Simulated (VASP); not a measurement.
# Cu2NiO3 (P4/mmm) in VASP: further runs

Runs on Cu2NiO3. Level: PBE. Tasks: single point, relaxation of cell and atoms.

Program: VASP 6.6.1. These are calculated values, not measurements. Logs are shortened: lines on timing, memory, paths and dates and some standing lists are left out, and cuts for length are marked.

## 1. The cell of the first run

It takes space group P4/mmm (No. 123, tetragonal). Conventional cell: a = 2.624 Å, b = 2.624 Å, c = 7.940 Å, α = 90.00°, β = 90.00°, γ = 90.00°. Within 3.0 Å of Cu (site symmetry 4mm) lie 8 O at 2.26 to 2.36 Å and 5 Cu at 2.59 to 2.62 Å and 1 Ni at 2.67 Å. Ni (site symmetry 4/mmm) has 8 O at 2.22 Å and 4 Ni at 2.62 Å and 2 Cu at 2.67 Å within 2.9 Å. O (site symmetry 4mm) has 4 Ni at 2.22 Å and 4 Cu at 2.36 Å and 6 O at 2.44 to 2.75 Å within 2.9 Å. O (site symmetry 4/mmm) has 8 Cu at 2.26 Å and 6 O at 2.62 to 2.75 Å within 3.0 Å.

The cell was generated, and may not be a known phase.

## 2. Single point, PBE, collinear spin, ferrimagnetic start

Input file INCAR:

```
PREC = Accurate
ENCUT = 520
EDIFF = 1E-7
ISMEAR = 0
SIGMA = 0.1
LREAL = F
LASPH = T
NELM = 150
ALGO = Normal
ISIF = 2
LWAVE = F
LCHARG = T
ISPIN = 2
MAGMOM = 1 -1 2 0 0 0
LORBIT = 11
LMAXMIX = 4
GGA = PE
LELF = T
LVHAR = T
NBANDS = 38
```

Input file KPOINTS:

```
regular mesh
0
Gamma
  6 6 2
```

Input file POSCAR:

```
Cu2NiO3
1.0
    2.6238133151      0.0000000000      0.0000000000
    0.0000000000      2.6238133151      0.0000000000
    0.0000000000      0.0000000000      7.9400821522
Cu Ni O
2 1 3
Direct
    0.5000000000      0.5000000000      0.3368856800
    0.5000000000      0.5000000000      0.6631140292
    0.5000000000      0.5000000000     -0.0000000850
    0.0000000000      0.0000000000      0.8460619247
    0.0000000000      0.0000000000      0.1539382600
    0.0000000000      0.0000000000      0.5000001911
```

Potentials or basis: VASP PAW PBE potentials, release 64 (Cu, Ni, O).

Launch:

```console
cat potpaw_PBE.64/Cu/POTCAR potpaw_PBE.64/Ni/POTCAR potpaw_PBE.64/O/POTCAR > POTCAR
mpirun -np 1 vasp_std > vasp.out
```

OUTCAR:

```text
PREC = Accurate
   ENCUT = 520
   EDIFF = 1E-7
   ISMEAR = 0
   LREAL = F
   LASPH = T
   NELM = 150
   ISIF = 2
   ISPIN = 2
   LORBIT = 11
   GGA = PE

 ion  position               nearest neighbor table
   1  0.500  0.500  0.337-   6 2.26   6 2.26   6 2.26   6 2.26   5 2.36   5 2.36   5 2.36   5 2.36
                             2 2.59   3 2.67
   2  0.500  0.500  0.663-   6 2.26   6 2.26   6 2.26   6 2.26   4 2.36   4 2.36   4 2.36   4 2.36
                             1 2.59   3 2.67
   3  0.500  0.500  1.000-   4 2.22   4 2.22   4 2.22   4 2.22   5 2.22   5 2.22   5 2.22   5 2.22
                             1 2.67   2 2.67
   4  0.000  0.000  0.846-   3 2.22   3 2.22   3 2.22   3 2.22   2 2.36   2 2.36   2 2.36   2 2.36

   5  0.000  0.000  0.154-   3 2.22   3 2.22   3 2.22   3 2.22   1 2.36   1 2.36   1 2.36   1 2.36

   6  0.000  0.000  0.500-   2 2.26   2 2.26   2 2.26   2 2.26   1 2.26   1 2.26   1 2.26   1 2.26

  LATTYP: Found a simple tetragonal cell.
 ALAT       =     2.6238133151
 C/A-ratio  =     3.0261612389

  Lattice vectors:

 A1 = (   2.6238133151,   0.0000000000,   0.0000000000)
 A2 = (   0.0000000000,   2.6238133151,   0.0000000000)
 A3 = (   0.0000000000,   0.0000000000,   7.9400821522)

Analysis of symmetry for initial positions (statically):
=====================================================================
 Subroutine PRICEL returns:
 Original cell was already a primitive cell.

 Routine SETGRP: Setting up the symmetry group for a
 simple tetragonal supercell.

 Subroutine GETGRP returns: Found 16 space group operations
 (whereof 16 operations were pure point group operations)
 out of a pool of 16 trial point group operations.

The static configuration has the point symmetry D_4h.

Analysis of symmetry for dynamics (positions and initial velocities):
=====================================================================
 Subroutine PRICEL returns:
 Original cell was already a primitive cell.

 Routine SETGRP: Setting up the symmetry group for a
 simple tetragonal supercell.

 Subroutine GETGRP returns: Found 16 space group operations
 (whereof 16 operations were pure point group operations)
 out of a pool of 16 trial point group operations.

The dynamic configuration has the point symmetry D_4h.

Analysis of structural, dynamic, and magnetic symmetry:
=====================================================================
 Subroutine PRICEL returns:
 Original cell was already a primitive cell.

 Routine SETGRP: Setting up the symmetry group for a
 simple tetragonal supercell.

 Subroutine GETGRP returns: Found  8 space group operations
 (whereof  8 operations were pure point group operations)
 out of a pool of 16 trial point group operations.

The overall configuration has the point symmetry C_4v.

 Subroutine INISYM returns: Found  8 space group operations
 (whereof  8 operations are pure point group operations),
 and found     1 'primitive' translations

----------------------------------------------------------------------------------------

                                     Primitive cell

  volume of cell :      54.6627

  direct lattice vectors                    reciprocal lattice vectors
     2.623813315  0.000000000  0.000000000     0.381124676  0.000000000  0.000000000
     0.000000000  2.623813315  0.000000000     0.000000000  0.381124676  0.000000000
     0.000000000  0.000000000  7.940082152     0.000000000  0.000000000  0.125943281

  length of vectors
     2.623813315  2.623813315  7.940082152     0.381124676  0.381124676  0.125943281

  position of ions in fractional coordinates (direct lattice)
     0.500000000  0.500000000  0.336885680
     0.500000000  0.500000000  0.663114029
     0.500000000  0.500000000  0.999999915
     0.000000000  0.000000000  0.846061925
     0.000000000  0.000000000  0.153938260
     0.000000000  0.000000000  0.500000191

  ion indices of the primitive-cell ions
   primitive index   ion index
                 1           1
                 2           2
                 3           3
                 4           4
                 5           5
                 6           6

----------------------------------------------------------------------------------------

 KPOINTS: regular mesh

Automatic generation of k-mesh.
 Grid dimensions read from file:
 generate k-points for:    6    6    2

 Generating k-lattice:

  Cartesian coordinates                     Fractional coordinates (reciprocal lattice)
     0.063520779  0.000000000  0.000000000     0.166666667  0.000000000  0.000000000
     0.000000000  0.063520779  0.000000000     0.000000000  0.166666667  0.000000000
     0.000000000  0.000000000  0.062971641     0.000000000  0.000000000  0.500000000

  Length of vectors
     0.063520779  0.063520779  0.062971641

  Shift w.r.t. Gamma in fractional coordinates (k-lattice)
     0.000000000  0.000000000  0.000000000

 Subroutine IBZKPT returns following result:
 ===========================================

 Found     20 irreducible k-points:

 Following reciprocal coordinates:
            Coordinates               Weight
  0.000000  0.000000  0.000000      1.000000
  0.166667  0.000000  0.000000      4.000000
  0.333333  0.000000  0.000000      4.000000
  0.500000  0.000000  0.000000      2.000000
  0.166667  0.166667  0.000000      4.000000
  0.333333  0.166667  0.000000      8.000000
[... 12 lines left out ...]
  0.500000  0.333333  0.500000      4.000000
  0.500000  0.500000  0.500000      1.000000
   k-points           NKPTS =     20   k-points in BZ     NKDIM =     20   number of bands    NBANDS=     38
   number of dos      NEDOS =    301   number of ions     NIONS =      6
   total plane-waves  NPLWV =  24000
   dimension x,y,z NGX =    20 NGY =   20 NGZ =   60
   dimension x,y,z NGXF=    40 NGYF=   40 NGZF=  120
   ions per type =               2   1   3
   NGX,Y,Z   is equivalent  to a cutoff of  12.67, 12.67, 12.56 a.u.
   NGXF,Y,Z  is equivalent  to a cutoff of  25.34, 25.34, 25.13 a.u.
 SYSTEM =  unknown system
   PREC   = accura    normal or accurate (medium, high low for compatibility)
   ISTART =      0    job   : 0-new  1-cont  2-samecut
   ICHARG =      2    charge: 1-file 2-atom 10-const
   ISPIN  =      2    spin polarized calculation?
   LNONCOLLINEAR =      F non collinear calculations
   LSORBIT =      F    spin-orbit coupling
   LASPH  =      T    aspherical Exc in radial PAW
   ENCUT  =  520.0 eV  38.22 Ry    6.18 a.u.   4.88  4.88 14.76*2*pi/ulx,y,z
   NELM   =    150;   NELMIN=  2; NELMDL= -5     # of ELM steps
   EDIFF  = 0.1E-06   stopping-criterion for ELM
   LREAL  =      F    real-space projection
   EDIFFG = 0.1E-05   stopping-criterion for IOM
   NSW    =      0    number of steps for IOM
   IBRION =     -1    ionic relax: 0-MD 1-quasi-New 2-CG
   NFREE  =      0    steps in history (QN), initial steepest desc. (CG)
   ISIF   =      2    stress and relaxation
   ISYM   =      2    0-nonsym 1-usesym 2-fastsym
   POTIM  = 0.5000    time-step for ionic-motion
   TEBEG  =    0.0;   TEEND  =   0.0 temperature during run
   PSTRESS=    0.0 pullay stress
   NELECT =      50.0000    total number of electrons
   NUPDOWN=      -1.0000    fix difference up-down
   EMIN   =  10.00;   EMAX   =-10.00  energy-range for DOS
   EFERMI =   0.00;   METHOD = LEGACY
   ISMEAR =     0;   SIGMA  =   0.10  broadening in eV -4-tet -1-fermi 0-gaus
   EFERMI_NEDOS =   21; number of points for ismear=-14 and -15
   IALGO  =     38    algorithm
   IMIX   =      4    mixing-type and parameters
     AMIX     =   0.40;   BMIX     =  1.00
     AMIX_MAG =   1.60;   BMIX_MAG =  1.00
  volume/ion in A,a.u.               =       9.11        61.48
  Fermi-wavevector in a.u.,A,eV,Ry     =   1.589161  3.003079 34.360595  2.525432
  Thomas-Fermi vector in A             =   2.688053
   LORBIT       =     11    0 simple, 1 ext, 2 COOP (PROOUT), +10 PAW based schemes
   GGA     = PE    functional components
   LHFCALC =     F    Hartree Fock is set to
   AEXX    =    0.0000 exact exchange contribution
   IVDW    =     0    specifies the selected vdW correction
   LEPSILON=     F    determine dielectric tensor
   LRPA    =     F    only Hartree local field effects (RPA)
 spin polarized calculation
 Gauss-broadening in eV      SIGMA  =   0.10
  energy-cutoff  :      520.00
  volume of cell :       54.66
 maximum number of plane-waves:      1488
 NGX is ok and might be reduce to    20
   NGX =  9   NGY =  9   NGZ = 29

 number of electron      49.9999990 magnetization       1.6435647

 Free energy of the ion-electron system (eV)
  ---------------------------------------------------
  ext. energy  EPLUGINS =         0.00000000
  ---------------------------------------------------
  free energy    TOTEN  =       -27.97745718 eV

  energy without entropy =      -27.95746324  energy(sigma->0) =      -27.96746021

 E-fermi :   6.7802     XC(G=0): -12.7976

 val. band max:        6.7736422706   @ k =   0.5000   0.3333   0.5000
 cond. band min:       6.7885739539   @ k =   0.1667   0.1667   0.0000
 fundamental gap:      0.0149316832
 Fermi energy:         6.7801642770

 spin component 1

 k-point     1 :       0.0000    0.0000    0.0000
  band No.  band energies     occupation
      1     -12.8893      1.00000
      2     -11.9152      1.00000
      3     -11.8579      1.00000
      4      -0.2361      1.00000
      5       0.0202      1.00000
      6       3.1197      1.00000
[... 29 lines left out ...]
     36      23.6506      0.00000
     37      24.8121      0.00000

 k-point     2 :       0.1667    0.0000    0.0000
  band No.  band energies     occupation
      1     -12.6308      1.00000
      2     -11.7317      1.00000
      3     -11.6419      1.00000
      4       0.1010      1.00000
      5       0.3745      1.00000
      6       2.2095      1.00000
[... 29 lines left out ...]
     36      22.9576      0.00000
     37      25.3105      0.00000
[... 678 lines left out ...]
     36      18.2389      0.00000
     37      22.4944      0.00000

 k-point    20 :       0.5000    0.5000    0.5000
  band No.  band energies     occupation
      1     -10.9808      1.00000
      2     -10.4283      1.00000
      3      -9.9312      1.00000
      4       0.5815      1.00000
      5       0.5815      1.00000
      6       0.6441      1.00000
[... 29 lines left out ...]
     36      17.5368      0.00000
     37      20.0745      0.00000
 Fermi energy:         6.7801642770

 spin component 2

 k-point     1 :       0.0000    0.0000    0.0000
  band No.  band energies     occupation
      1     -12.6432      1.00000
      2     -11.9905      1.00000
      3     -11.3127      1.00000
      4       0.0406      1.00000
      5       0.1209      1.00000
      6       3.5081      1.00000
[... 29 lines left out ...]
     36      23.6776      0.00000
     37      24.8316      0.00000

 k-point     2 :       0.1667    0.0000    0.0000
  band No.  band energies     occupation
      1     -12.3862      1.00000
      2     -11.7700      1.00000
      3     -11.1181      1.00000
      4       0.4119      1.00000
      5       0.4533      1.00000
      6       2.3563      1.00000
[... 29 lines left out ...]
     36      23.0191      0.00000
     37      25.4015      0.00000
[... 678 lines left out ...]
     36      18.4499      0.00000
     37      22.6245      0.00000

 k-point    20 :       0.5000    0.5000    0.5000
  band No.  band energies     occupation
      1     -10.6820      1.00000
      2     -10.3056      1.00000
      3      -9.5082      1.00000
      4       0.7365      1.00000
      5       0.7365      1.00000
      6       1.0063      1.00000
[... 29 lines left out ...]
     36      17.8166      0.00000
     37      20.2316      0.00000
 [bands above 37 left out]

------------------------ aborting loop because EDIFF is reached ----------------------------------------

  FORCE on cell =-STRESS in cart. coord.  units (eV):
  Direction    XX          YY          ZZ          XY          YZ          ZX
  --------------------------------------------------------------------------------------
  -------------------------------------------------------------------------------------
  Total       -0.0200967     -0.0200967     -0.0110228      0.0000000      0.0000000     -0.0000000
  in kB       -0.5890393     -0.5890393     -0.3230822      0.0000000      0.0000000     -0.0000000
  external PRESSURE =      -0.5003869 kB  Pullay stress =       0.0000000 kB

 VOLUME and BASIS-vectors are now :
 -----------------------------------------------------------------------------
  energy-cutoff  :      520.00
  volume of cell :       54.66
      direct lattice vectors                 reciprocal lattice vectors
     2.623813315  0.000000000  0.000000000     0.381124676  0.000000000  0.000000000
     0.000000000  2.623813315  0.000000000     0.000000000  0.381124676  0.000000000
     0.000000000  0.000000000  7.940082152     0.000000000  0.000000000  0.125943281

 POSITION                                       TOTAL-FORCE (eV/Angst)
 -----------------------------------------------------------------------------------
      1.31191      1.31191      2.67490         0.000000     -0.000000     -0.027810
      1.31191      1.31191      5.26518         0.000000     -0.000000      0.027816
      1.31191      1.31191      7.94008        -0.000000      0.000000      0.000016
      0.00000      0.00000      6.71780         0.000000     -0.000000     -0.020555
      0.00000      0.00000      1.22228        -0.000000     -0.000000      0.020699
      0.00000      0.00000      3.97004         0.000000     -0.000000     -0.000165
 -----------------------------------------------------------------------------------
    total drift:                               -0.000000     -0.000000      0.000020

  FREE ENERGIE OF THE ION-ELECTRON SYSTEM (eV)
  ---------------------------------------------------
  free  energy   TOTEN  =       -27.9774571753 eV

  energy  without entropy=      -27.9574632389  energy(sigma->0) =      -27.96746021

 total charge

# of ion       s       p       d       tot
------------------------------------------
    1        0.281   0.274   9.209   9.764
    2        0.281   0.274   9.209   9.764
    3        0.318   0.382   8.202   8.902
    4        1.595   3.278   0.000   4.874
    5        1.595   3.278   0.000   4.874
    6        1.597   3.270   0.000   4.867
--------------------------------------------------
tot          5.666  10.757  26.621  43.044

 magnetization (x)

# of ion       s       p       d       tot
------------------------------------------
    1        0.001   0.003  -0.126  -0.122
    2        0.001   0.003  -0.126  -0.122
    3       -0.008  -0.007   1.404   1.389
    4        0.008   0.352   0.000   0.360
    5        0.008   0.352   0.000   0.360
    6       -0.003  -0.278   0.000  -0.281
--------------------------------------------------
tot          0.008   0.424   1.152   1.584
```

Wall time 73 s (1 thread of Intel Xeon 6975P-C (Granite Rapids), shared host); peak memory 0.22 GiB.

Results:

```yaml
Free_energy: -27.9775 eV
Pressure: -0.1 GPa
Largest_force: 0.028 eV/Å
Net_moment: 1.64 μB per cell
Site_moments: Cu -0.12; Ni +1.39; O +0.36, -0.28 (each value once) μB
Valence_electrons_inside_the_program's_atomic_spheres: Cu 9.76; Ni 8.90; O 4.87
```

Forces in eV/Å, atoms in the order of the input:
```
Cu   0.000  0.000 -0.028
Cu   0.000  0.000  0.028
Ni   0.000  0.000  0.000
O    0.000  0.000 -0.021
O    0.000  0.000  0.021
O    0.000  0.000  0.000
```

Caveat: the k points lie up to 0.40 Å⁻¹ apart; semilocal functionals often make such compounds metallic where correlation or magnetic order opens a gap, which also shifts bond lengths.

(Continued in part 2 of 2.)
